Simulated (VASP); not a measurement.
# Si2BiTe2 (I4/mmm) in VASP: notebook, part 2 of 2

VASP 6.6.1.

## Step 4: Relaxation of cell and atoms, PBE

Contents of INCAR:

```
PREC = Accurate ; ENCUT = 600
EDIFF = 1E-6 ; ISMEAR = 0
SIGMA = 0.1 ; LREAL = F
LASPH = T ; NELM = 80
ALGO = Normal ; ISIF = 3
LWAVE = F ; LCHARG = F
GGA = PE ; IBRION = 2
NSW = 90 ; EDIFFG = -0.04
```

Contents of KPOINTS:

```
Automatic mesh
0
Gamma
  4 4 4
```

Contents of POSCAR:

```
Si2BiTe2
1.0
   -3.2020856600      3.2020856600      3.1246298900
    3.2020856600     -3.2020856600      3.1246298900
    3.2020856600      3.2020856600     -3.1246298900
Si Bi Te
2 1 2
Direct
    0.1744772300      0.1744772300      0.0000000000
    0.8255227700      0.8255227700      0.0000000000
    0.5000000000      0.5000000000      0.0000000000
    0.5000000000      0.0000000000      0.5000000000
    0.0000000000      0.5000000000      0.5000000000
```

Potentials or basis: VASP PAW PBE potentials, release 64 (Si, Bi_d, Te).

Run with:

```bash
> cat potpaw_PBE.64/Si/POTCAR potpaw_PBE.64/Bi_d/POTCAR potpaw_PBE.64/Te/POTCAR > POTCAR
> mpirun -np 1 vasp_std > vasp.out
```

OUTCAR:

```text
PREC = Accurate
   ENCUT = 600
   EDIFF = 1E-6
   ISMEAR = 0
   LREAL = F
   LASPH = T
   NELM = 80
   ISIF = 3
   GGA = PE
   IBRION = 2
   NSW = 90
   EDIFFG = -0.04

 ion  position               nearest neighbor table
   1  0.174  0.174  0.000-   3 2.03   2 2.18   4 3.38   5 3.38   5 3.38   4 3.38
   2  0.826  0.826  0.000-   3 2.03   1 2.18   4 3.38   5 3.38   4 3.38   5 3.38
   3  0.500  0.500  0.000-   1 2.03   2 2.03   4 3.20   5 3.20   4 3.20   5 3.20
   4  0.500  0.000  0.500-   5 3.12   5 3.12   3 3.20   3 3.20   1 3.38   1 3.38   2 3.38   2 3.38

   5  0.000  0.500  0.500-   4 3.12   4 3.12   3 3.20   3 3.20   1 3.38   2 3.38   1 3.38   2 3.38

  LATTYP: Found a body centered tetragonal cell.
 ALAT       =     6.4041713200
 C/A-ratio  =     0.9758108376

  Lattice vectors:

 A1 = (  -3.2020856600,   3.2020856600,   3.1246298900)
 A2 = (   3.2020856600,  -3.2020856600,   3.1246298900)
 A3 = (   3.2020856600,   3.2020856600,  -3.1246298900)

Analysis of symmetry for initial positions (statically):
=====================================================================
 Subroutine PRICEL returns:
 Original cell was already a primitive cell.

 Routine SETGRP: Setting up the symmetry group for a
 body centered tetragonal supercell.

 Subroutine GETGRP returns: Found 16 space group operations
 (whereof 16 operations were pure point group operations)
 out of a pool of 16 trial point group operations.

The static configuration has the point symmetry D_4h.

Analysis of symmetry for dynamics (positions and initial velocities):
=====================================================================
 Subroutine PRICEL returns:
 Original cell was already a primitive cell.

 Routine SETGRP: Setting up the symmetry group for a
 body centered tetragonal supercell.

 Subroutine GETGRP returns: Found 16 space group operations
 (whereof 16 operations were pure point group operations)
 out of a pool of 16 trial point group operations.

The dynamic configuration has the point symmetry D_4h.

 Subroutine INISYM returns: Found 16 space group operations
 (whereof 16 operations are pure point group operations),
 and found     1 'primitive' translations

----------------------------------------------------------------------------------------

                                     Primitive cell

  volume of cell :     128.1517

  direct lattice vectors                    reciprocal lattice vectors
    -3.202085660  3.202085660  3.124629890     0.000000000  0.156148227  0.160018952
     3.202085660 -3.202085660  3.124629890     0.156148227  0.000000000  0.160018952
     3.202085660  3.202085660 -3.124629890     0.156148227  0.156148227  0.000000000

  length of vectors
     5.501819435  5.501819435  5.501819435     0.223580710  0.223580710  0.220826941

  position of ions in fractional coordinates (direct lattice)
     0.174477230  0.174477230  0.000000000
     0.825522770  0.825522770  0.000000000
     0.500000000  0.500000000  0.000000000
     0.500000000  0.000000000  0.500000000
     0.000000000  0.500000000  0.500000000

  ion indices of the primitive-cell ions
   primitive index   ion index
                 1           1
                 2           2
                 3           3
                 4           4
                 5           5

----------------------------------------------------------------------------------------

 KPOINTS: Automatic mesh
[... 46 lines left out ...]
 SYSTEM =  unknown system
   PREC   = accura    normal or accurate (medium, high low for compatibility)
   ISTART =      0    job   : 0-new  1-cont  2-samecut
   ICHARG =      2    charge: 1-file 2-atom 10-const
   ISPIN  =      1    spin polarized calculation?
   LNONCOLLINEAR =      F non collinear calculations
   LSORBIT =      F    spin-orbit coupling
   LASPH  =      T    aspherical Exc in radial PAW
   ENCUT  =  600.0 eV  44.10 Ry    6.64 a.u.  10.99 10.99 10.99*2*pi/ulx,y,z
   NELM   =     80;   NELMIN=  2; NELMDL= -5     # of ELM steps
   EDIFF  = 0.1E-05   stopping-criterion for ELM
   LREAL  =      F    real-space projection
   EDIFFG = -.4E-01   stopping-criterion for IOM
   NSW    =     90    number of steps for IOM
   IBRION =      2    ionic relax: 0-MD 1-quasi-New 2-CG
   NFREE  =      1    steps in history (QN), initial steepest desc. (CG)
   ISIF   =      3    stress and relaxation
   ISYM   =      2    0-nonsym 1-usesym 2-fastsym
   POTIM  = 0.5000    time-step for ionic-motion
   TEBEG  =    0.0;   TEEND  =   0.0 temperature during run
   PSTRESS=    0.0 pullay stress
   NELECT =      35.0000    total number of electrons
   NUPDOWN=      -1.0000    fix difference up-down
   EMIN   =  10.00;   EMAX   =-10.00  energy-range for DOS
   EFERMI =   0.00;   METHOD = LEGACY
   ISMEAR =     0;   SIGMA  =   0.10  broadening in eV -4-tet -1-fermi 0-gaus
   EFERMI_NEDOS =   21; number of points for ismear=-14 and -15
   IALGO  =     38    algorithm
   IMIX   =      4    mixing-type and parameters
     AMIX     =   0.40;   BMIX     =  1.00
     AMIX_MAG =   1.60;   BMIX_MAG =  1.00
  volume/ion in A,a.u.               =      25.63       172.96
  Fermi-wavevector in a.u.,A,eV,Ry     =   1.062159  2.007189 15.349832  1.128181
  Thomas-Fermi vector in A             =   2.197600
   LORBIT       =      0    0 simple, 1 ext, 2 COOP (PROOUT), +10 PAW based schemes
   GGA     = PE    functional components
   LHFCALC =     F    Hartree Fock is set to
   AEXX    =    0.0000 exact exchange contribution
   IVDW    =     0    specifies the selected vdW correction
   LEPSILON=     F    determine dielectric tensor
   LRPA    =     F    only Hartree local field effects (RPA)
 conjugate gradient relaxation of ions
 non-spin polarized calculation
 Gauss-broadening in eV      SIGMA  =   0.10
  energy-cutoff  :      600.00
  volume of cell :      128.15
 maximum number of plane-waves:      4306
 NGX is ok and might be reduce to    48
   NGX = 21   NGY = 21   NGZ = 21

--------------------------------------- Ionic step        1  -------------------------------------------

 number of electron      35.0000003 magnetization

 Free energy of the ion-electron system (eV)
  ---------------------------------------------------
  ext. energy  EPLUGINS =         0.00000000
  ---------------------------------------------------
  free energy    TOTEN  =       -11.13851137 eV

  energy without entropy =      -11.10807768  energy(sigma->0) =      -11.12329453

------------------------ aborting loop because EDIFF is reached ----------------------------------------

  FORCE on cell =-STRESS in cart. coord.  units (eV):
  Direction    XX          YY          ZZ          XY          YZ          ZX
  --------------------------------------------------------------------------------------
  -------------------------------------------------------------------------------------
  Total        2.5356742      2.5356742     57.6796689      0.0000000     -0.0000000     -0.0000000
  in kB       31.7014822     31.7014822    721.1222167      0.0000000     -0.0000000     -0.0000000
  external PRESSURE =     261.5083937 kB  Pullay stress =       0.0000000 kB
[... 98 lines left out ...]
  FREE ENERGIE OF THE ION-ELECTRON SYSTEM (eV)
  ---------------------------------------------------
  free  energy   TOTEN  =       -13.7410971692 eV

  energy  without entropy=      -13.7237725073  energy(sigma->0) =      -13.73243484

 E-fermi :   4.9155     XC(G=0):  -8.8782

 val. band max:        4.7630306321   @ k =   0.5000   0.5000   0.5000
 cond. band min:       4.9421498115   @ k =   0.5000   0.5000   0.0000
 fundamental gap:      0.1791191794
 Fermi energy:         4.9155344938

 k-point     1 :       0.0000    0.0000    0.0000
  band No.  band energies     occupation
      1     -18.3060      2.00000
      2     -18.2811      2.00000
      3     -18.2799      2.00000
      4     -18.2698      2.00000
      5     -18.2698      2.00000
      6      -7.7825      2.00000
[... 301 lines left out ...]
     20       6.5246      0.00000
     21       7.8801      0.00000

[... ionic steps 4 to 26 ...]

--------------------------------------- Ionic step       27  -------------------------------------------

 number of electron      35.0000003 magnetization

------------------------ aborting loop because EDIFF is reached ----------------------------------------
[... 73 lines left out ...]
--------------------------------------- Ionic step       29  -------------------------------------------

 number of electron      35.0000002 magnetization

 Free energy of the ion-electron system (eV)
  ---------------------------------------------------
  ext. energy  EPLUGINS =         0.00000000
  ---------------------------------------------------
  free energy    TOTEN  =       -18.70346088 eV

  energy without entropy =      -18.68946190  energy(sigma->0) =      -18.69646139

 E-fermi :   5.3448     XC(G=0):  -9.0547

 val. band max:        5.3172428044   @ k =   0.0000   0.0000   0.0000
 cond. band min:       5.4254405785   @ k =   0.5000   0.5000   0.0000
 fundamental gap:      0.1081977740
 Fermi energy:         5.3447804855

 k-point     1 :       0.0000    0.0000    0.0000
  band No.  band energies     occupation
      1     -17.8690      2.00000
      2     -17.8310      2.00000
      3     -17.8112      2.00000
      4     -17.8020      2.00000
      5     -17.8020      2.00000
      6      -7.6527      2.00000
[... 333 lines left out ...]
  FREE ENERGIE OF THE ION-ELECTRON SYSTEM (eV)
  ---------------------------------------------------
  free  energy   TOTEN  =       -18.7034608826 eV

  energy  without entropy=      -18.6894618951  energy(sigma->0) =      -18.69646139

 reached required accuracy - stopping structural energy minimisation
```

OSZICAR:

```text
N       E                     dE             d eps       ncg     rms          rms(c)
DAV:   1     0.289736962239E+03    0.28974E+03   -0.16716E+04   546   0.171E+03
DAV:   2     0.167037832750E+02   -0.27303E+03   -0.26603E+03   592   0.377E+02
DAV:   3    -0.106398355939E+02   -0.27344E+02   -0.26344E+02   690   0.120E+02
[... 306 lines left out ...]
DAV:   2    -0.187039536995E+02    0.18957E-02   -0.41643E-03   648   0.701E-01    0.113E-01
DAV:   3    -0.187034713024E+02    0.48240E-03   -0.15588E-03   698   0.388E-01    0.453E-02
DAV:   4    -0.187034621675E+02    0.91349E-05   -0.81587E-05   710   0.594E-02    0.430E-02
DAV:   5    -0.187034599225E+02    0.22450E-05   -0.15627E-05   784   0.286E-02    0.122E-02
DAV:   6    -0.187034608826E+02   -0.96009E-06   -0.20057E-06   323   0.138E-02
  29 F= -.18703461E+02 E0= -.18696461E+02  d E =-.705335E-03
```

Wall time 8.7 min (1 thread of Intel Xeon 6975P-C (Granite Rapids), shared host); peak memory 0.37 GiB.

Results:

```
Free energy                            : -18.7035 eV
Relaxed volume                         : 30.72 Å³/atom
Relaxed cell                           : a = 6.000 Å, b = 6.000 Å, c = 6.000 Å, α = 119.64°, β = 119.64°, γ = 90.63°
Space group after relaxing (to 0.05 Å) : I4/mmm (No. 139)
Energy gained by relaxing              : 1513.0 meV/atom
Ionic steps                            : 29
Pressure after relaxing                : 0.0 GPa
Largest force after relaxing           : 0.040 eV/Å
```

Forces on the atoms (eV/Å):
```
Si   0.000  0.000  0.040
Si   0.000  0.000 -0.040
Bi   0.000  0.000  0.000
Te   0.000  0.000  0.000
Te   0.000  0.000  0.000
```

Stress tensor (GPa, compression positive):
```
 0.07  0.00  0.00
 0.00  0.07  0.00
 0.00  0.00 -0.08
```

Step by step:
```
step  energy change (eV)  largest force (eV/Å)  pressure (GPa)  volume (Å³)
   1              0.0000               11.7486           26.15       128.15
   2             -0.3599               26.9540            5.97       209.35
   3             -2.6026               19.9634            3.65       195.37
   4             -4.0451                2.2949           -7.64       268.59
   5             -5.8278                0.1720           -4.64       232.95
   6             -5.8511                0.4886           -4.49       230.68
   7             -5.8645                1.3208           -4.13       225.95
   8             -5.8660                1.1723           -4.19       226.68
   9             -6.3705                1.3199           -3.04       208.74
  10             -6.7808                1.6116           -0.48       186.58
  11             -6.8032                1.7480            1.01       178.35
  12             -6.8051                1.7221            0.70       179.90
  13             -6.9047                0.4489            0.04       178.77
  14             -6.9123                0.0429           -0.15       178.32
  15             -6.9590                0.0573           -0.44       177.50
  16             -7.1311                0.0733           -1.36       174.81
  17             -7.4123                0.4787           -2.62       168.30
  18             -7.4227                0.5091           -2.63       166.46
  19             -7.4221                0.5014           -2.63       167.28
  20             -7.4463                0.4465           -2.46       165.50
  21             -7.4741                0.2898           -1.90       161.40
  22             -7.5004                0.2422           -1.66       160.26
  23             -7.5527                0.0973           -0.82       156.85
  24             -7.5300                0.0896            1.25       150.08
  25             -7.5641                0.0439           -0.22       154.56
  26             -7.5643                0.0399           -0.12       154.25
  27             -7.5642                0.0381           -0.08       154.11
  28             -7.5645                0.0387           -0.08       153.98
  29             -7.5649                0.0399            0.02       153.58
```

Final structure:
```
CELL_PARAMETERS angstrom
-3.01658 3.01658 4.21939
3.01658 -3.01658 4.21939
3.01658 3.01658 -4.21939
ATOMIC_POSITIONS crystal
Si 0.13471 0.13471 0.00000
Si 0.86529 0.86529 0.00000
Bi 0.50000 0.50000 0.00000
Te 0.50000 0.00000 0.50000
Te 0.00000 0.50000 0.50000
```

Caveat: the volume moved by over 15 % at a fixed basis, so the end points are rough; the bands computed are all filled at some k points, so no gap is given; spin-orbit coupling is left out, which moves the levels of the heavy elements.

## Step 5: Single point, PBE

This run uses another cell than the first one, of 30.66 Å³/atom, 1.196 times its volume.

Contents of INCAR:

```
PREC = Accurate
ENCUT = 520
EDIFF = 1E-6
ISMEAR = 0
SIGMA = 0.1
LREAL = False
LASPH = True
NELM = 100
ALGO = Normal
ISIF = 2
LWAVE = False
LCHARG = True
GGA = PE
LELF = True
LVHAR = True
NBANDS = 26
```

Contents of KPOINTS:

```
regular mesh
0
Gamma
  10 10 10
```

Contents of POSCAR:

```
Si2BiTe2
1.0
   -3.0286695397      3.0286695397      4.1780538877
    3.0286695397     -3.0286695397      4.1780538877
    3.0286695397      3.0286695397     -4.1780538877
Si Bi Te
2 1 2
Direct
    0.1352658060      0.1352658060      0.0000000000
    0.8647341940      0.8647341940      0.0000000000
    0.5000000000      0.5000000000      0.0000000000
    0.5000000000      0.0000000000      0.5000000000
    0.0000000000      0.5000000000      0.5000000000
```

Run with:

```bash
> cat potpaw_PBE.64/Si/POTCAR potpaw_PBE.64/Bi_d/POTCAR potpaw_PBE.64/Te/POTCAR > POTCAR
> mpirun -np 1 vasp_std > vasp.out
```

Run time: 6.2 min. Hardware: 1 thread of Intel Xeon Platinum 8259CL at 2.50GHz (Skylake/Cascade Lake), shared host; peak memory 0.6 GiB.

The run converged. Its results:

| Quantity | Value |
| --- | --- |
| Free energy | -18.6593 eV |
| Pressure | 0.0 GPa |
| Largest force | 0.008 eV/Å |

Forces on the atoms (eV/Å):
```
Si   0.000  0.000 -0.008
Si   0.000  0.000  0.008
Bi   0.000  0.000  0.000
Te   0.000  0.000  0.000
Te   0.000  0.000  0.000
```

Levels at points of the mesh, in eV from the Fermi level:
| k point | band 14 | band 15 | band 16 | band 17 | band 18 | band 19 | band 20 | band 21 |
| --- | --- | --- | --- | --- | --- | --- | --- | --- |
| (0.00, 0.00, 0.00) | -3.46 | -2.45 | -2.33 | -1.50 | -0.20 | -0.20 | 2.13 | 2.53 |
| (0.50, 0.00, 0.00) | -1.95 | -1.88 | -1.53 | -1.31 | 0.22 | 0.63 | 0.87 | 2.63 |
| (0.50, 0.50, 0.00) | -1.25 | -1.08 | -1.04 | -1.00 | -0.88 | -0.69 | -0.40 | -0.09 |
| (0.50, 0.50, 0.50) | -2.98 | -1.40 | -0.79 | -0.39 | 0.16 | 1.41 | 1.41 | 2.99 |

Caveat: spin-orbit coupling is left out, which moves the levels of the heavy elements.

## Step 6: The runs side by side

```csv
task,cell,k mesh,cutoff (eV),gap on the mesh (eV),pressure (GPa),largest force (eV/Å)
single point,"a = 5.502 Å, angles 108.8, 108.8, 110.8°, 5 atoms",4 × 4 × 4,520,none,26.1,11.75
single point,"a = 6.000 Å, angles 119.5, 119.5, 90.8°, 5 atoms",4 × 4 × 4,520,none,-0.1,0.01
relaxation of cell and atoms,"relaxed from a = 5.502 Å, angles 108.8, 108.8, 110.8°, 5 atoms",4 × 4 × 4,600,-,0.0,0.04
single point,"a = 5.983 Å, angles 119.2, 119.2, 91.4°, 5 atoms",10 × 10 × 10,520,none,0.0,0.01
```

Alike in all rows: level PBE; potentials or basis VASP PAW PBE potentials, release 64 (Si, Bi_d, Te); no spin polarisation; smearing gaussian 0.1 eV.

Caveats: some runs use coarse meshes; spin-orbit coupling is left out, which moves the levels of the heavy elements; forces of over 1 eV/Å act on the atoms, so gaps and moduli don't describe the material at rest (some runs); the volume moved by over 15 % at a fixed basis, so the end points are rough (some runs); the bands computed are all filled at some k points, so no gap is given (some runs).

Absolute energies hang on the potentials; compare differences alone.
